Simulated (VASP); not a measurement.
# BaTiO3 (Pm-3m) in VASP: notebook

Runs on BaTiO3. Level: PBE. Tasks: single point, relaxation of cell and atoms.

Program: VASP 6.6.1. These are calculated values, not measurements. Logs are shortened: lines on timing, memory, paths and dates and some standing lists are left out, and cuts for length are marked.

## Step 1: The cell of the first run

Symmetry: Pm-3m, No. 221, cubic system. Conventional cell: a = 4.019 Å, b = 4.019 Å, c = 4.019 Å, α = 90.00°, β = 90.00°, γ = 90.00°. Within 3.7 Å of Ba (site symmetry m-3m) lie 12 O at 2.84 Å and 8 Ti at 3.48 Å. Ti (site symmetry m-3m) has 6 O at 2.01 Å within 2.7 Å. Within 2.7 Å of O (site symmetry 4/mmm) lie 2 Ti at 2.01 Å.

## Step 2: Single point, PBE

Contents of INCAR:

```
ALGO     = Normal         # electronic algorithm
EDIFF    = 1E-7           # SCF threshold, eV
ENCUT    = 520            # plane-wave cutoff, eV
GGA      = PE             # functional
ISIF     = 2              # what is computed and relaxed
ISMEAR   = 0              # smearing method
LASPH    = True           # aspherical terms in the spheres
LCHARG   = True           # write CHGCAR
LELF     = True           # ELF
LREAL    = False          # projectors in reciprocal space
LVHAR    = True         
LWAVE    = False          # write WAVECAR
NBANDS   = 28             # bands
NELM     = 100            # most SCF steps
PREC     = Accurate       # precision mode
SIGMA    = 0.02           # smearing width, eV
```

Contents of KPOINTS:

```
k-points
0
Gamma
  8 8 8
```

Contents of POSCAR:

```
BaTiO3
1.0
    4.0192501404      0.0000000000      0.0000000000
    0.0000000000      4.0192501404      0.0000000000
    0.0000000000      0.0000000000      4.0192501404
Ba Ti O
1 1 3
Direct
    0.5000000000      0.5000000000      0.5000000000
    0.0000000000      0.0000000000      0.0000000000
    0.5000000000      0.0000000000      0.0000000000
    0.0000000000      0.5000000000      0.0000000000
    0.0000000000      0.0000000000      0.5000000000
```

Potentials or basis: VASP PAW PBE potentials, release 64 (Ba_sv, Ti_sv, O).

On the command line:

```console
$ cat potpaw_PBE.64/Ba_sv/POTCAR potpaw_PBE.64/Ti_sv/POTCAR potpaw_PBE.64/O/POTCAR > POTCAR
$ mpirun -np 1 vasp_std > vasp.out
```

OUTCAR:

```text
EDIFF = 1E-7
   ENCUT = 520
   GGA = PE
   ISIF = 2
   ISMEAR = 0
   LASPH = True
   LREAL = False
   NELM = 100
   PREC = Accurate

 ion  position               nearest neighbor table
   1  0.500  0.500  0.500-   3 2.84   4 2.84   5 2.84   3 2.84   4 2.84   3 2.84   5 2.84   3 2.84
                             4 2.84   5 2.84   4 2.84   5 2.84   2 3.48   2 3.48   2 3.48   2 3.48
   2  0.000  0.000  0.000-   3 2.01   4 2.01   5 2.01   5 2.01   4 2.01   3 2.01   1 3.48   1 3.48
                             1 3.48   1 3.48   1 3.48   1 3.48   1 3.48   1 3.48
   3  0.500  0.000  0.000-   2 2.01   2 2.01   1 2.84   1 2.84   1 2.84   1 2.84
   4  0.000  0.500  0.000-   2 2.01   2 2.01   1 2.84   1 2.84   1 2.84   1 2.84
   5  0.000  0.000  0.500-   2 2.01   2 2.01   1 2.84   1 2.84   1 2.84   1 2.84

  LATTYP: Found a simple cubic cell.
 ALAT       =     4.0192501404

  Lattice vectors:

 A1 = (   4.0192501404,   0.0000000000,   0.0000000000)
 A2 = (   0.0000000000,   4.0192501404,   0.0000000000)
 A3 = (   0.0000000000,   0.0000000000,   4.0192501404)

Analysis of symmetry for initial positions (statically):
=====================================================================
 Subroutine PRICEL returns:
 Original cell was already a primitive cell.

 Routine SETGRP: Setting up the symmetry group for a
 simple cubic supercell.

 Subroutine GETGRP returns: Found 48 space group operations
 (whereof 48 operations were pure point group operations)
 out of a pool of 48 trial point group operations.

The static configuration has the point symmetry O_h .

Analysis of symmetry for dynamics (positions and initial velocities):
=====================================================================
 Subroutine PRICEL returns:
 Original cell was already a primitive cell.

 Routine SETGRP: Setting up the symmetry group for a
 simple cubic supercell.

 Subroutine GETGRP returns: Found 48 space group operations
 (whereof 48 operations were pure point group operations)
 out of a pool of 48 trial point group operations.

The dynamic configuration has the point symmetry O_h .

 Subroutine INISYM returns: Found 48 space group operations
 (whereof 48 operations are pure point group operations),
 and found     1 'primitive' translations

----------------------------------------------------------------------------------------

                                     Primitive cell

  volume of cell :      64.9285

  direct lattice vectors                    reciprocal lattice vectors
     4.019250140  0.000000000  0.000000000     0.248802629  0.000000000  0.000000000
     0.000000000  4.019250140  0.000000000     0.000000000  0.248802629  0.000000000
     0.000000000  0.000000000  4.019250140     0.000000000  0.000000000  0.248802629

  length of vectors
     4.019250140  4.019250140  4.019250140     0.248802629  0.248802629  0.248802629

  position of ions in fractional coordinates (direct lattice)
     0.500000000  0.500000000  0.500000000
     0.000000000  0.000000000  0.000000000
     0.500000000  0.000000000  0.000000000
     0.000000000  0.500000000  0.000000000
     0.000000000  0.000000000  0.500000000

  ion indices of the primitive-cell ions
   primitive index   ion index
                 1           1
                 2           2
                 3           3
                 4           4
                 5           5

----------------------------------------------------------------------------------------

 KPOINTS: k-points

Automatic generation of k-mesh.
 Grid dimensions read from file:
 generate k-points for:    8    8    8

 Generating k-lattice:

  Cartesian coordinates                     Fractional coordinates (reciprocal lattice)
     0.031100329  0.000000000  0.000000000     0.125000000  0.000000000  0.000000000
     0.000000000  0.031100329  0.000000000     0.000000000  0.125000000  0.000000000
     0.000000000  0.000000000  0.031100329     0.000000000  0.000000000  0.125000000

  Length of vectors
     0.031100329  0.031100329  0.031100329

  Shift w.r.t. Gamma in fractional coordinates (k-lattice)
     0.000000000  0.000000000  0.000000000

 Subroutine IBZKPT returns following result:
 ===========================================

 Found     35 irreducible k-points:

 Following reciprocal coordinates:
            Coordinates               Weight
  0.000000  0.000000  0.000000      1.000000
  0.125000  0.000000  0.000000      6.000000
  0.250000  0.000000  0.000000      6.000000
  0.375000  0.000000  0.000000      6.000000
  0.500000  0.000000  0.000000      3.000000
  0.125000  0.125000  0.000000     12.000000
[... 16 lines left out ...]
  0.375000  0.375000  0.125000     24.000000
  0.500000  0.375000  0.125000     24.000000
 [... further k-points ...]
   k-points           NKPTS =     35   k-points in BZ     NKDIM =     35   number of bands    NBANDS=     28
   number of dos      NEDOS =    301   number of ions     NIONS =      5
   total plane-waves  NPLWV =  27000
   dimension x,y,z NGX =    30 NGY =   30 NGZ =   30
   dimension x,y,z NGXF=    60 NGYF=   60 NGZF=   60
   ions per type =               1   1   3
   NGX,Y,Z   is equivalent  to a cutoff of  12.41, 12.41, 12.41 a.u.
   NGXF,Y,Z  is equivalent  to a cutoff of  24.82, 24.82, 24.82 a.u.
 SYSTEM =  unknown system
   PREC   = accura    normal or accurate (medium, high low for compatibility)
   ISTART =      0    job   : 0-new  1-cont  2-samecut
   ICHARG =      2    charge: 1-file 2-atom 10-const
   ISPIN  =      1    spin polarized calculation?
   LNONCOLLINEAR =      F non collinear calculations
   LSORBIT =      F    spin-orbit coupling
   LASPH  =      T    aspherical Exc in radial PAW
   ENCUT  =  520.0 eV  38.22 Ry    6.18 a.u.   7.47  7.47  7.47*2*pi/ulx,y,z
   NELM   =    100;   NELMIN=  2; NELMDL= -5     # of ELM steps
   EDIFF  = 0.1E-06   stopping-criterion for ELM
   LREAL  =      F    real-space projection
   EDIFFG = 0.1E-05   stopping-criterion for IOM
   NSW    =      0    number of steps for IOM
   IBRION =     -1    ionic relax: 0-MD 1-quasi-New 2-CG
   NFREE  =      0    steps in history (QN), initial steepest desc. (CG)
   ISIF   =      2    stress and relaxation
   ISYM   =      2    0-nonsym 1-usesym 2-fastsym
   POTIM  = 0.5000    time-step for ionic-motion
   TEBEG  =    0.0;   TEEND  =   0.0 temperature during run
   PSTRESS=    0.0 pullay stress
   NELECT =      40.0000    total number of electrons
   NUPDOWN=      -1.0000    fix difference up-down
   EMIN   =  10.00;   EMAX   =-10.00  energy-range for DOS
   EFERMI =   0.00;   METHOD = LEGACY
   ISMEAR =     0;   SIGMA  =   0.02  broadening in eV -4-tet -1-fermi 0-gaus
   EFERMI_NEDOS =   21; number of points for ismear=-14 and -15
   IALGO  =     38    algorithm
   IMIX   =      4    mixing-type and parameters
     AMIX     =   0.40;   BMIX     =  1.00
     AMIX_MAG =   1.60;   BMIX_MAG =  1.00
  volume/ion in A,a.u.               =      12.99        87.63
  Fermi-wavevector in a.u.,A,eV,Ry     =   1.392996  2.632380 26.401250  1.940437
  Thomas-Fermi vector in A             =   2.516685
   LORBIT       =      0    0 simple, 1 ext, 2 COOP (PROOUT), +10 PAW based schemes
   GGA     = PE    functional components
   LHFCALC =     F    Hartree Fock is set to
   AEXX    =    0.0000 exact exchange contribution
   IVDW    =     0    specifies the selected vdW correction
   LEPSILON=     F    determine dielectric tensor
   LRPA    =     F    only Hartree local field effects (RPA)
 non-spin polarized calculation
 Gauss-broadening in eV      SIGMA  =   0.02
  energy-cutoff  :      520.00
  volume of cell :       64.93
 maximum number of plane-waves:      1775
 NGX is ok and might be reduce to    30
   NGX = 15   NGY = 15   NGZ = 15

 number of electron      39.9999976 magnetization

 Free energy of the ion-electron system (eV)
  ---------------------------------------------------
  ext. energy  EPLUGINS =         0.00000000
  ---------------------------------------------------
  free energy    TOTEN  =       -39.98177500 eV

  energy without entropy =      -39.98177500  energy(sigma->0) =      -39.98177500

 E-fermi :   3.9826     XC(G=0): -11.1942

 val. band max:        3.7378062323   @ k =   0.5000   0.5000   0.5000
 cond. band min:       5.4574831883   @ k =   0.0000   0.0000   0.0000
 fundamental gap:      1.7196769561
 Fermi energy:         3.9826421504

 k-point     1 :       0.0000    0.0000    0.0000
  band No.  band energies     occupation
      1     -52.9528      2.00000
      2     -29.1571      2.00000
      3     -29.1571      2.00000
      4     -29.1571      2.00000
      5     -21.1054      2.00000
      6     -13.1262      2.00000
[... 20 lines left out ...]
     27       8.7743      0.00000
     28      10.9839      0.00000

 k-point     2 :       0.1250    0.0000    0.0000
  band No.  band energies     occupation
      1     -52.9527      2.00000
      2     -29.1643      2.00000
      3     -29.1568      2.00000
      4     -29.1568      2.00000
      5     -21.0894      2.00000
      6     -13.1323      2.00000
[... 20 lines left out ...]
     27       9.0776      0.00000
     28      11.3566      0.00000

 k-point     3 :       0.2500    0.0000    0.0000
  band No.  band energies     occupation
      1     -52.9523      2.00000
      2     -29.1817      2.00000
      3     -29.1562      2.00000
      4     -29.1562      2.00000
      5     -21.0503      2.00000
      6     -13.1892      2.00000
[... 20 lines left out ...]
     27       9.8755      0.00000
     28      12.0480      0.00000

 k-point     4 :       0.3750    0.0000    0.0000
  band No.  band energies     occupation
      1     -52.9520      2.00000
      2     -29.1989      2.00000
      3     -29.1555      2.00000
      4     -29.1555      2.00000
      5     -21.0105      2.00000
      6     -13.2859      2.00000
[... 578 lines left out ...]
     27      12.0198      0.00000
     28      12.1729      0.00000

 k-point    23 :       0.3750    0.3750    0.1250
  band No.  band energies     occupation
      1     -52.9511      2.00000
      2     -29.1963      2.00000
      3     -29.1959      2.00000
      4     -29.1610      2.00000
      5     -20.9341      2.00000
      6     -12.8513      2.00000
[... 20 lines left out ...]
     27      11.9244      0.00000
     28      12.5548      0.00000

 k-point    24 :       0.5000    0.3750    0.1250
  band No.  band energies     occupation
      1     -52.9509      2.00000
      2     -29.2031      2.00000
      3     -29.1957      2.00000
      4     -29.1607      2.00000
      5     -20.9227      2.00000
      6     -12.7960      2.00000
[... 20 lines left out ...]
     27      11.8685      0.00000
     28      12.6622      0.00000

 [... further k-points ...]

------------------------ aborting loop because EDIFF is reached ----------------------------------------

  FORCE on cell =-STRESS in cart. coord.  units (eV):
  Direction    XX          YY          ZZ          XY          YZ          ZX
  --------------------------------------------------------------------------------------
  -------------------------------------------------------------------------------------
  Total        0.6974191      0.6974191      0.6974191     -0.0000000      0.0000000     -0.0000000
  in kB       17.2095424     17.2095424     17.2095424     -0.0000000      0.0000000     -0.0000000
  external PRESSURE =      17.2095424 kB  Pullay stress =       0.0000000 kB

 VOLUME and BASIS-vectors are now :
 -----------------------------------------------------------------------------
  energy-cutoff  :      520.00
  volume of cell :       64.93
      direct lattice vectors                 reciprocal lattice vectors
     4.019250140  0.000000000  0.000000000     0.248802629  0.000000000  0.000000000
     0.000000000  4.019250140  0.000000000     0.000000000  0.248802629  0.000000000
     0.000000000  0.000000000  4.019250140     0.000000000  0.000000000  0.248802629

 POSITION                                       TOTAL-FORCE (eV/Angst)
 -----------------------------------------------------------------------------------
      2.00963      2.00963      2.00963         0.000000      0.000000      0.000000
      0.00000      0.00000      0.00000         0.000000      0.000000      0.000000
      2.00963      0.00000      0.00000         0.000000      0.000000      0.000000
      0.00000      2.00963      0.00000         0.000000      0.000000      0.000000
      0.00000      0.00000      2.00963         0.000000      0.000000      0.000000
 -----------------------------------------------------------------------------------
    total drift:                                0.000000     -0.000000      0.000000

  FREE ENERGIE OF THE ION-ELECTRON SYSTEM (eV)
  ---------------------------------------------------
  free  energy   TOTEN  =       -39.9817749963 eV

  energy  without entropy=      -39.9817749963  energy(sigma->0) =      -39.98177500
```

Wall time 29 s (1 thread of Intel Xeon 6975P-C (Granite Rapids), shared host); peak memory 0.21 GiB.

What came out:

```yaml
Free_energy: -39.9818 eV
Pressure: 1.7 GPa
Band_gap_on_the_k_mesh: 1.72 eV, indirect (least direct gap 1.88 eV)
```

Levels at points of the mesh, in eV from the valence-band top:
```csv
k point,band 18,band 19,band 20,band 21,band 22,band 23
"(0.00, 0.00, 0.00)",-0.16,-0.16,-0.16,1.72,1.72,1.72
"(0.50, 0.00, 0.00)",-1.81,-0.71,-0.71,1.87,3.42,3.42
"(0.50, 0.50, 0.00)",-0.88,-0.88,-0.09,3.43,3.43,3.84
"(0.50, 0.50, 0.50)",0.00,0.00,0.00,4.08,4.08,4.08
```

Caveat: spin-orbit coupling is left out, which moves the levels of the heavy elements.

(Part 1 of 2 ends here.)
